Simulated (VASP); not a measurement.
# La2O3 (P-3m1) in VASP: further runs

The runs below take La2O3 through single point, with revPBE+D3(BJ), PBE+D3(BJ), RPBE, r2SCAN+D4.

Program: VASP 6.6.1. These are calculated values, not measurements. Logs are shortened: lines on timing, memory, paths and dates and some standing lists are left out, and cuts for length are marked.

### Step 1. The cell of the first run

Symmetry: P-3m1, No. 164, trigonal system. The conventional cell has a = 3.924 Å, b = 3.924 Å, c = 6.099 Å, α = 90.00°, β = 90.00°, γ = 120.00°. La (site symmetry 3m) has 7 O at 2.36 to 2.72 Å within 3.1 Å. Within 3.1 Å of O (site symmetry 3m) lie 4 La at 2.36 to 2.44 Å and 3 O at 2.88 Å. O (site symmetry -3m) has 6 La at 2.72 Å and 6 O at 3.13 Å within 3.6 Å.

### Step 2. Single point, revPBE+D3(BJ)

The input, INCAR:

```
  PREC = Accurate
  ENCUT = 520
  EDIFF = 1E-6
  ISMEAR = 0
  SIGMA = 0.01
  LREAL = F
  LASPH = T
  NELM = 100
  ALGO = Normal
  ISIF = 2
  LWAVE = F
  LCHARG = F
  GGA = RE
  IVDW = 12
  NBANDS = 28
```

The input, KPOINTS:

```
regular mesh
0
Gamma
  6 6 4
```

The input, POSCAR:

```
La2O3
1.0
    3.9236981652      0.0000000000      0.0000000000
   -1.9618490826      3.3980222879      0.0000000000
    0.0000000000      0.0000000000      6.0988785934
La O
2 3
Direct
    0.6666666667      0.3333333333      0.7544290419
    0.3333333333      0.6666666667      0.2455709581
    0.6666666667      0.3333333333      0.3537019644
    0.3333333333      0.6666666667      0.6462980356
    0.0000000000      0.0000000000      0.0000000000
```

Potentials or basis: VASP PAW PBE potentials, release 64 (La, O).

Command:

```
cat potpaw_PBE.64/La/POTCAR potpaw_PBE.64/O/POTCAR > POTCAR
mpirun -np 1 vasp_std > vasp.out
```

OUTCAR:

```text
PREC = Accurate
   ENCUT = 520
   EDIFF = 1E-6
   ISMEAR = 0
   LREAL = F
   LASPH = T
   NELM = 100
   ISIF = 2
   GGA = RE
   IVDW = 12
 IVDW          = 12

 ion  position               nearest neighbor table
   1  0.667  0.333  0.754-   4 2.36   4 2.36   4 2.36   3 2.44   5 2.72   5 2.72   5 2.72
   2  0.333  0.667  0.246-   3 2.36   3 2.36   3 2.36   4 2.44   5 2.72   5 2.72   5 2.72
   3  0.667  0.333  0.354-   2 2.36   2 2.36   2 2.36   1 2.44
   4  0.333  0.667  0.646-   1 2.36   1 2.36   1 2.36   2 2.44
   5  0.000  0.000  0.000-   1 2.72   2 2.72   1 2.72   2 2.72   1 2.72   2 2.72

  LATTYP: Found a hexagonal cell.
 ALAT       =     3.9236981652
 C/A-ratio  =     1.5543699685

  Lattice vectors:

 A1 = (   3.9236981652,   0.0000000000,   0.0000000000)
 A2 = (  -1.9618490826,   3.3980222879,   0.0000000000)
 A3 = (   0.0000000000,   0.0000000000,   6.0988785934)

Analysis of symmetry for initial positions (statically):
=====================================================================
 Subroutine PRICEL returns:
 Original cell was already a primitive cell.

 Routine SETGRP: Setting up the symmetry group for a
 hexagonal supercell.

 Subroutine GETGRP returns: Found 12 space group operations
 (whereof 12 operations were pure point group operations)
 out of a pool of 24 trial point group operations.

The static configuration has the point symmetry D_3d.

Analysis of symmetry for dynamics (positions and initial velocities):
=====================================================================
 Subroutine PRICEL returns:
 Original cell was already a primitive cell.

 Routine SETGRP: Setting up the symmetry group for a
 hexagonal supercell.

 Subroutine GETGRP returns: Found 12 space group operations
 (whereof 12 operations were pure point group operations)
 out of a pool of 24 trial point group operations.

The dynamic configuration has the point symmetry D_3d.

 Subroutine INISYM returns: Found 12 space group operations
 (whereof 12 operations are pure point group operations),
 and found     1 'primitive' translations

----------------------------------------------------------------------------------------

                                     Primitive cell

  volume of cell :      81.3152

  direct lattice vectors                    reciprocal lattice vectors
     3.923698165  0.000000000  0.000000000     0.254861602  0.147144414  0.000000000
    -1.961849083  3.398022288  0.000000000     0.000000000  0.294288829  0.000000000
     0.000000000  0.000000000  6.098878593     0.000000000  0.000000000  0.163964569

  length of vectors
     3.923698165  3.923698165  6.098878593     0.294288829  0.294288829  0.163964569

  position of ions in fractional coordinates (direct lattice)
     0.666666667  0.333333333  0.754429042
     0.333333333  0.666666667  0.245570958
     0.666666667  0.333333333  0.353701964
     0.333333333  0.666666667  0.646298036
     0.000000000  0.000000000  0.000000000

  ion indices of the primitive-cell ions
   primitive index   ion index
                 1           1
                 2           2
                 3           3
                 4           4
                 5           5

----------------------------------------------------------------------------------------

 KPOINTS: regular mesh

Automatic generation of k-mesh.
 Grid dimensions read from file:
 generate k-points for:    6    6    4

 Generating k-lattice:

  Cartesian coordinates                     Fractional coordinates (reciprocal lattice)
     0.042476934  0.024524069  0.000000000     0.166666667  0.000000000  0.000000000
     0.000000000  0.049048138  0.000000000     0.000000000  0.166666667  0.000000000
     0.000000000  0.000000000  0.040991142     0.000000000  0.000000000  0.250000000

  Length of vectors
     0.049048138  0.049048138  0.040991142

  Shift w.r.t. Gamma in fractional coordinates (k-lattice)
     0.000000000  0.000000000  0.000000000

 Subroutine IBZKPT returns following result:
 ===========================================

 Found     24 irreducible k-points:

 Following reciprocal coordinates:
            Coordinates               Weight
  0.000000  0.000000  0.000000      1.000000
  0.166667  0.000000  0.000000      6.000000
  0.333333  0.000000  0.000000      6.000000
  0.500000  0.000000  0.000000      3.000000
  0.166667  0.166667  0.000000      6.000000
  0.333333  0.166667  0.000000     12.000000
[... 16 lines left out ...]
  0.333333  0.166667  0.500000     12.000000
  0.333333  0.333333  0.500000      2.000000
   k-points           NKPTS =     24   k-points in BZ     NKDIM =     24   number of bands    NBANDS=     28
   number of dos      NEDOS =    301   number of ions     NIONS =      5
   total plane-waves  NPLWV =  43200
   dimension x,y,z NGX =    30 NGY =   30 NGZ =   48
   dimension x,y,z NGXF=    60 NGYF=   60 NGZF=   96
   ions per type =               2   3
[... 62 lines left out ...]

 val. band max:        6.1434835982   @ k =   0.5000   0.0000   0.5000
 cond. band min:      10.0629494976   @ k =   0.5000   0.0000   0.0000
 fundamental gap:      3.9194658993
 Fermi energy:         6.1979167406

 k-point     1 :       0.0000    0.0000    0.0000
  band No.  band energies     occupation
      1     -23.7030      2.00000
      2     -23.4551      2.00000
      3     -10.8667      2.00000
      4      -9.6274      2.00000
      5      -9.1836      2.00000
      6      -7.1727      2.00000
[... 20 lines left out ...]
     27      11.5273      0.00000
     28      11.7737      0.00000

 k-point     2 :       0.1667    0.0000    0.0000
  band No.  band energies     occupation
      1     -23.6560      2.00000
      2     -23.4364      2.00000
      3     -10.8763      2.00000
      4     -10.0853      2.00000
      5      -9.4843      2.00000
      6      -7.2772      2.00000
[... 20 lines left out ...]
     27      11.6435      0.00000
     28      11.7220      0.00000

 k-point     3 :       0.3333    0.0000    0.0000
  band No.  band energies     occupation
      1     -23.5511      2.00000
      2     -23.4073      2.00000
      3     -11.0656      2.00000
      4     -10.8112      2.00000
      5      -9.5262      2.00000
      6      -7.4593      2.00000
[... 20 lines left out ...]
     27      11.5911      0.00000
     28      11.5991      0.00000

 k-point     4 :       0.5000    0.0000    0.0000
  band No.  band energies     occupation
      1     -23.4849      2.00000
      2     -23.4050      2.00000
      3     -11.1780      2.00000
      4     -11.1599      2.00000
      5      -9.3252      2.00000
      6      -7.7985      2.00000
[... 20 lines left out ...]
     27      11.5185      0.00000
     28      11.5737      0.00000

 k-point     5 :       0.1667    0.1667    0.0000
  band No.  band energies     occupation
      1     -23.5795      2.00000
      2     -23.4127      2.00000
      3     -10.9970      2.00000
      4     -10.5961      2.00000
      5      -9.6558      2.00000
      6      -7.5164      2.00000
[... 20 lines left out ...]
     27      11.6233      0.00000
     28      11.6445      0.00000

 k-point     6 :       0.3333    0.1667    0.0000
  band No.  band energies     occupation
      1     -23.4862      2.00000
      2     -23.4039      2.00000
      3     -11.1748      2.00000
      4     -11.0529      2.00000
      5      -9.5860      2.00000
      6      -7.7222      2.00000
[... 463 lines left out ...]
      5      -9.1747      2.00000
      6      -7.3389      2.00000
[... 20 lines left out ...]
     27      11.5094      0.00000
     28      11.5321      0.00000

 k-point    22 :       0.1667    0.1667    0.5000
  band No.  band energies     occupation
      1     -23.5058      2.00000
      2     -23.4879      2.00000
      3     -11.0700      2.00000
      4     -10.7039      2.00000
      5      -9.3405      2.00000
      6      -7.3672      2.00000
[... 20 lines left out ...]
     27      11.5424      0.00000
     28      11.6553      0.00000

 k-point    23 :       0.3333    0.1667    0.5000
  band No.  band energies     occupation
      1     -23.4500      2.00000
      2     -23.4395      2.00000
      3     -11.3014      2.00000
      4     -11.0990      2.00000
      5      -9.4343      2.00000
      6      -7.5602      2.00000
[... 20 lines left out ...]
     27      11.5464      0.00000
     28      11.5912      0.00000

 k-point    24 :       0.3333    0.3333    0.5000
  band No.  band energies     occupation
      1     -23.4273      2.00000
      2     -23.4273      2.00000
      3     -11.2489      2.00000
      4     -11.2489      2.00000
      5      -9.6876      2.00000
      6      -7.7608      2.00000
[... 20 lines left out ...]
     27      11.5256      0.00000
     28      11.5667      0.00000

------------------------ aborting loop because EDIFF is reached ----------------------------------------

 Edisp (eV)   -2.33204

 E8    (eV) :    -1.6847

  FORCE on cell =-STRESS in cart. coord.  units (eV):
  Direction    XX          YY          ZZ          XY          YZ          ZX
  --------------------------------------------------------------------------------------
  -------------------------------------------------------------------------------------
  Total      -0.18679    -0.18679    -0.12816     0.00000     0.00000     0.00000
  in kB      -3.68028    -3.68028    -2.52511     0.00000     0.00000     0.00000
  external pressure =       -3.30 kB  Pullay stress =        0.00 kB

 VOLUME and BASIS-vectors are now :
 -----------------------------------------------------------------------------
  energy-cutoff  :      520.00
  volume of cell :       81.32
      direct lattice vectors                 reciprocal lattice vectors
     3.923698165  0.000000000  0.000000000     0.254861602  0.147144414  0.000000000
    -1.961849083  3.398022288  0.000000000     0.000000000  0.294288829  0.000000000
     0.000000000  0.000000000  6.098878593     0.000000000  0.000000000  0.163964569

 POSITION                                       TOTAL-FORCE (eV/Angst)
 -----------------------------------------------------------------------------------
      1.96185      1.13267      4.60117         0.000000     -0.000000     -0.012575
     -0.00000      2.26535      1.49771        -0.000000      0.000000      0.012575
      1.96185      1.13267      2.15719        -0.000000     -0.000000     -0.006754
     -0.00000      2.26535      3.94169         0.000000      0.000000      0.006754
      0.00000      0.00000      0.00000         0.000000      0.000000      0.000000
 -----------------------------------------------------------------------------------
    total drift:                                0.000000      0.000000      0.000000

  FREE ENERGIE OF THE ION-ELECTRON SYSTEM (eV)
  ---------------------------------------------------
  free  energy   TOTEN  =       -42.4381168196 eV

  energy  without entropy=      -42.4381168196  energy(sigma->0) =      -42.43811682
```

Run time: 92 s. Hardware: 1 thread of AMD EPYC 7R43 (Zen 3), shared host; peak memory 0.2 GiB.

Results:

| Property | Result |
| --- | --- |
| Free energy | -42.4381 eV |
| Pressure | -0.3 GPa |
| Largest force | 0.013 eV/Å |
| Band gap on the k mesh | 3.92 eV, indirect (least direct gap 4.06 eV) |
| Dispersion energy per atom | -0.466 eV |

Forces in eV/Å, atoms in the order of the input:
```
La   0.000  0.000 -0.013
La   0.000  0.000  0.013
O    0.000  0.000 -0.007
O    0.000  0.000  0.007
O    0.000  0.000  0.000
```

Caveat: the PAW data sets were made with another functional, which shifts forces and pressure a little; spin-orbit coupling is left out, which moves the levels of the heavy elements. A k mesh can miss the band edges.

### Step 3. Single point, PBE+D3(BJ)

The input, INCAR:

```
PREC = Accurate ; ENCUT = 520
EDIFF = 1E-6 ; ISMEAR = 0
SIGMA = 0.01 ; LREAL = False
LASPH = True ; NELM = 100
ALGO = Normal ; ISIF = 2
LWAVE = False ; LCHARG = False
GGA = PE ; IVDW = 12
NBANDS = 28
```

The input, KPOINTS:

```
Automatic mesh
0
Gamma
  6 6 4
```

The input, POSCAR:

```
La2O3
1.0
    3.9224090456      0.0000000000      0.0000000000
   -1.9612045228      3.3969058775      0.0000000000
    0.0000000000      0.0000000000      6.1005837274
La O
2 3
Direct
    0.6666666667      0.3333333333      0.7542475087
    0.3333333333      0.6666666667      0.2457524913
    0.6666666667      0.3333333333      0.3538889725
    0.3333333333      0.6666666667      0.6461110275
    0.0000000000      0.0000000000      0.0000000000
```

Potentials or basis: VASP PAW PBE potentials, release 64 (La, O).

Command:

```
cat potpaw_PBE.64/La/POTCAR potpaw_PBE.64/O/POTCAR > POTCAR
mpirun -np 1 vasp_std > vasp.out
```

Run time: 81 s. Hardware: 1 thread of AMD EPYC 7R43 (Zen 3), shared host; peak memory 0.2 GiB.

The run converged. Its results:

```
Free energy                : -43.1122 eV
Pressure                   : -0.3 GPa
Largest force              : 0.012 eV/Å
Band gap on the k mesh     : 3.87 eV, indirect (least direct gap 3.98 eV)
Dispersion energy per atom : -0.260 eV
```

Forces on the atoms (eV/Å):
```
La   0.000  0.000 -0.012
La   0.000  0.000  0.012
O    0.000  0.000 -0.004
O    0.000  0.000  0.004
O    0.000  0.000  0.000
```

Levels at points of the mesh, in eV from the valence-band top:
```
           k point  band 16  band 17  band 18  band 19  band 20  band 21  band 22  band 23  band 24  band 25
(0.00, 0.00, 0.00)    -2.08    -1.67    -0.39    -0.39    -0.12     4.34     4.61     4.61     5.21     5.41
(0.50, 0.00, 0.00)    -0.75    -0.73    -0.65    -0.41    -0.30     3.87     4.74     5.20     5.23     5.30
(0.00, 0.00, 0.50)    -1.90    -1.00    -0.79    -0.29    -0.29     4.72     4.74     4.74     5.00     5.42
(0.50, 0.00, 0.50)    -0.98    -0.94    -0.71    -0.36     0.00     4.42     4.65     5.09     5.23     5.30
```

Caveat: spin-orbit coupling is left out, which moves the levels of the heavy elements. A k mesh can miss the band edges.

### Step 4. Single point, RPBE

This run uses another cell than the first one, of 17.11 Å³/atom, 1.052 times its volume.

The input, INCAR:

```
  PREC = Accurate
  ENCUT = 520
  EDIFF = 1E-7
  ISMEAR = 0
  SIGMA = 0.01
  LREAL = False
  LASPH = True
  NELM = 100
  ALGO = Normal
  ISIF = 2
  LWAVE = False
  LCHARG = True
  GGA = RP
  LELF = True
  LVHAR = True
  NBANDS = 28
```

KPOINTS is that of step 3.

The input, POSCAR:

```
La2O3
1.0
    3.9637306406      0.0000000000      0.0000000000
   -1.9818653203      3.4326914285      0.0000000000
    0.0000000000      0.0000000000      6.2892633289
La O
2 3
Direct
    0.6666666667      0.3333333333      0.7512247613
    0.3333333333      0.6666666667      0.2487752387
    0.6666666667      0.3333333333      0.3550084705
    0.3333333333      0.6666666667      0.6449915295
    0.0000000000      0.0000000000      0.0000000000
```

Command:

```
cat potpaw_PBE.64/La/POTCAR potpaw_PBE.64/O/POTCAR > POTCAR
mpirun -np 1 vasp_std > vasp.out
```

Wall time 94 s (1 thread of AMD EPYC 7R43 (Zen 3), shared host); peak memory 0.19 GiB.

Results (log left out):

```
Free energy            : -39.9108 eV
Pressure               : -0.3 GPa
Largest force          : 0.017 eV/Å
Band gap on the k mesh : 3.89 eV, indirect (least direct gap 4.08 eV)
```

Forces in eV/Å, atoms in the order of the input:
```
La   0.000  0.000 -0.017
La   0.000  0.000  0.017
O    0.000  0.000 -0.005
O    0.000  0.000  0.005
O    0.000  0.000  0.000
```

Levels at points of the mesh, in eV from the valence-band top:
```csv
k point,band 18,band 19,band 20,band 21,band 22,band 23
"(0.00, 0.00, 0.00)",-0.28,-0.28,-0.05,4.26,4.61,4.61
"(0.50, 0.00, 0.00)",-0.65,-0.37,-0.26,3.89,4.59,4.93
"(0.00, 0.00, 0.50)",-0.67,-0.21,-0.21,4.57,4.67,4.67
"(0.50, 0.00, 0.50)",-0.61,-0.34,0.00,4.31,4.54,4.85
```

Caveat: the PAW data sets were made with another functional, which shifts forces and pressure a little; spin-orbit coupling is left out, which moves the levels of the heavy elements. As with any semilocal functional, this RPBE gap is likely too small.

### Step 5. Single point, r2SCAN+D4

This run uses another cell than the first one, of 16.30 Å³/atom, 1.002 times its volume.

The input, POSCAR:

```
La2O3
1.0
    3.9287678969      0.0000000000      0.0000000000
   -1.9643839484      3.4024128043      0.0000000000
    0.0000000000      0.0000000000      6.0960917409
La O
2 3
Direct
    0.6666666667      0.3333333333      0.7543473481
    0.3333333333      0.6666666667      0.2456526519
    0.6666666667      0.3333333333      0.3535729277
    0.3333333333      0.6666666667      0.6464270723
    0.0000000000      0.0000000000      0.0000000000
```

The input, INCAR.step1:

```
  ALGO = Normal
  EDIFF = 1E-4
  ENCUT = 520
  GGA = PE
  ISMEAR = 0
  LASPH = True
  LCHARG = False
  LREAL = False
  LWAVE = True
  NBANDS = 28
  NELM = 100
  PREC = Accurate
  SIGMA = 0.01
```

The input, INCAR.step2:

```
  ALGO = Normal
  EDIFF = 1E-7
  ENCUT = 520
  ISIF = 2
  ISMEAR = 0
  ISTART = 1
  IVDW = 13
  LASPH = True
  LCHARG = False
  LMIXTAU = True
  LREAL = False
  LWAVE = False
  METAGGA = R2SCAN
  NBANDS = 28
  NELM = 100
  PREC = Accurate
  SIGMA = 0.01
  VDW_A1 = 0.51559235
  VDW_A2 = 5.77342911
  VDW_S6 = 1.0
  VDW_S8 = 0.6018749
```

The input, KPOINTS:

```
k-points
0
Gamma
  6 6 4
```

Command:

```
cat potpaw_PBE.64/La/POTCAR potpaw_PBE.64/O/POTCAR > POTCAR
cp INCAR.step1 INCAR
mpirun -np 1 vasp_std > vasp.out
cp INCAR.step2 INCAR
mpirun -np 1 vasp_std > vasp.out
```

Wall time 6.5 min (1 thread of AMD EPYC 7R43 (Zen 3), shared host); peak memory 0.2 GiB.

It converged, with:

```
Free energy                : -96.5213 eV
Pressure                   : -0.5 GPa
Largest force              : 0.027 eV/Å
Band gap on the k mesh     : 4.24 eV, indirect (least direct gap 4.36 eV)
Dispersion energy per atom : -0.093 eV
```

Forces in eV/Å, atoms in the order of the input:
```
La   0.000  0.000 -0.027
La   0.000  0.000  0.027
O    0.000  0.000 -0.009
O    0.000  0.000  0.009
O    0.000  0.000  0.000
```

Stress tensor (GPa, compression positive):
```
-0.50  0.00  0.00
 0.00 -0.50  0.00
 0.00  0.00 -0.37
```

Levels at points of the mesh, in eV from the valence-band top:
```tsv
k point	band 17	band 18	band 19	band 20	band 21	band 22	band 23	band 24
(0.00, 0.00, 0.00)	-1.66	-0.40	-0.40	-0.13	4.81	5.11	5.11	5.79
(0.50, 0.00, 0.00)	-0.75	-0.68	-0.43	-0.30	4.31	5.28	5.79	5.84
(0.00, 0.00, 0.50)	-1.00	-0.78	-0.29	-0.29	5.25	5.27	5.27	5.56
(0.50, 0.00, 0.50)	-0.96	-0.71	-0.38	0.00	4.94	5.10	5.73	5.84
```

Caveat: the PAW data sets were made with another functional, which shifts forces and pressure a little; spin-orbit coupling is left out, which moves the levels of the heavy elements. r2SCAN opens gaps a little over a GGA but as a rule still falls short of measured ones.

### Step 6. Summary

| level | cell | gap on the mesh (eV) | pressure (GPa) | largest force (eV/Å) |
| --- | --- | --- | --- | --- |
| revPBE+D3(BJ) | a = 3.924, b = 3.924, c = 6.099 Å, angles 90.0, 90.0, 120.0°, 5 atoms | 3.92 | -0.3 | 0.01 |
| PBE+D3(BJ) | a = 3.922, b = 3.922, c = 6.101 Å, angles 90.0, 90.0, 120.0°, 5 atoms | 3.87 | -0.3 | 0.01 |
| RPBE | a = 3.964, b = 3.964, c = 6.289 Å, angles 90.0, 90.0, 120.0°, 5 atoms | 3.89 | -0.3 | 0.02 |
| r2SCAN+D4 | a = 3.929, b = 3.929, c = 6.096 Å, angles 90.0, 90.0, 120.0°, 5 atoms | 4.24 | -0.5 | 0.03 |

Alike in all rows: task single point; potentials or basis VASP PAW PBE potentials, release 64 (La, O); no spin polarisation; k mesh 6 × 6 × 4; cutoff (eV) 520; smearing gaussian 0.01 eV.

Caveats: spin-orbit coupling is left out, which moves the levels of the heavy elements; the PAW data sets were made with another functional, which shifts forces and pressure a little (some runs).

Total energies depend on the potentials used, so only differences within one code and one set of settings carry meaning.
